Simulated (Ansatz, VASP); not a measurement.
# One calculation of Zr, two programs

INCAR

```
PREC     = Accurate       # precision mode
ENCUT    = 520            # plane-wave cutoff, eV
EDIFF    = 1E-8           # SCF threshold, eV
ISMEAR   = -1             # smearing method
SIGMA    = 0.03           # smearing width, eV
LREAL    = False          # projectors in reciprocal space
LASPH    = True           # aspherical terms in the spheres
NELM     = 60             # most SCF steps
ALGO     = Normal         # electronic algorithm
ISIF     = 2              # what is computed and relaxed
LWAVE    = False          # write WAVECAR
LCHARG   = False          # write CHGCAR
GGA      = CA             # functional
LEFG     = True         
NBANDS   = 19             # bands
```

File KPOINTS:

```
regular mesh
0
Gamma
  13 13 7
```

Contents of POSCAR:

```
Zr
1.0
    3.2745293923      0.0000000000      0.0000000000
   -1.6372646961      2.8358256391      0.0000000000
    0.0000000000      0.0000000000      5.2147314515
Zr
2
Direct
    0.3333333333      0.6666666667      0.2500000000
    0.6666666667      0.3333333333      0.7500000000
```

Input for Ansatz:

```yaml
crystal:
  lattice:
    - [3.2745293923, 0.0, 0.0]
    - [-1.6372646961, 2.8358256391, 0.0]
    - [0.0, 0.0, 5.2147314515]
  atoms:
    - { symbol: Zr, position: [0.3333333333, 0.6666666667, 0.25] }
    - { symbol: Zr, position: [0.6666666667, 0.3333333333, 0.75] }
kpoints:
  mp_grid: { grid: [13, 13, 7] }
scf:
  occupations: { method: fermi_dirac, width: 0.03 }
hamiltonian:
  xc: lda
  pseudopotentials: { kind: paw }
output:
  forces: true
  stress: true
  eigenvalues: true
  efg: { contact_densities: true }
```

Change from the starting cell: volume scaled by 1.04, PAW files.

Alike in both runs: task electric field gradients; functional LDA; k mesh 13 × 13 × 7; occupations fermi-dirac, width 0.03 eV; no spin polarisation.

|  | VASP | Ansatz |
| --- | --- | --- |
| version | VASP 6.6.1 | Ansatz 0.2.0 |
| potentials or method | VASP PAW LDA potentials, release 64 (Zr_sv) | PAW with Ansatz's default frozen-core files, scalar-relativistic |
| plane-wave cutoff (eV) | 520 | 420 |
| valence electrons in the cell | 24 | 24 |

```csv
,VASP,Ansatz,Ansatz less VASP
pressure (GPa),-9.1,-9.2,-0.08
"traceless stress, the component that is largest in VASP (GPa)",0.39,0.38,-0.016
size of Vzz on the site where it differs most (V/Å²),36.4,36.8,+0.36
```

LDA's correlation is that of Perdew and Zunger in VASP and of Perdew and Wang (1992) in Ansatz.
